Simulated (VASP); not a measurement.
A run of VASP 6.6.1:

The input POSCAR:

```
MgO
1.0
    0.0000000000      2.1021680206      2.1021680206
    2.1021680206      0.0000000000      2.1021680206
    2.1021680206      2.1021680206      0.0000000000
Mg O
1 1
Direct
    0.0000000000      0.0000000000      0.0000000000
    0.5000000000      0.5000000000      0.5000000000
```

Contents of INCAR.step1:

```
PREC     = Accurate       # precision mode
ENCUT    = 520            # plane-wave cutoff, eV
EDIFF    = 1E-5           # SCF threshold, eV
ISMEAR   = 0              # smearing method
SIGMA    = 0.01           # smearing width, eV
LREAL    = False          # projectors in reciprocal space
LASPH    = True           # aspherical terms in the spheres
NELM     = 60             # most SCF steps
ALGO     = Normal         # electronic algorithm
ISIF     = 2              # what is computed and relaxed
LWAVE    = True           # write WAVECAR
LCHARG   = False          # write CHGCAR
NBANDS   = 11             # bands
GGA      = PE             # functional
```

INCAR.step2

```
PREC     = Accurate       # precision mode
ENCUT    = 520            # plane-wave cutoff, eV
EDIFF    = 1E-6           # SCF threshold, eV
ISMEAR   = 0              # smearing method
SIGMA    = 0.01           # smearing width, eV
LREAL    = False          # projectors in reciprocal space
LASPH    = True           # aspherical terms in the spheres
NELM     = 60             # most SCF steps
ALGO     = Normal         # electronic algorithm
ISIF     = 2              # what is computed and relaxed
LWAVE    = False          # write WAVECAR
LCHARG   = False          # write CHGCAR
GGA      = PE             # functional
LHFCALC  = True           # exact exchange
AEXX     = 0.25           # exact-exchange fraction
PRECFOCK = Normal       
NBANDS   = 11             # bands
ISTART   = 1
```

Contents of KPOINTS:

```
Automatic mesh
0
Gamma
  8 8 8
```

Potentials or basis: VASP PAW PBE potentials, release 64 (Mg, O).

Run with:

```console
$ cat potpaw_PBE.64/Mg/POTCAR potpaw_PBE.64/O/POTCAR > POTCAR
$ cp INCAR.step1 INCAR
$ mpirun -np 1 vasp_std > vasp.out
$ cp INCAR.step2 INCAR
$ mpirun -np 1 vasp_std > vasp.out
```

Hardware: 1 thread of Oxide Virtual Turin-like Processor, on a shared host.

**Question.** How long does it take, and how much memory?

**Answer.** Run time: 37 min on 1 thread of Oxide Virtual Turin-like Processor (shared host), peak memory 0.13 GiB. Counts: k points 29.
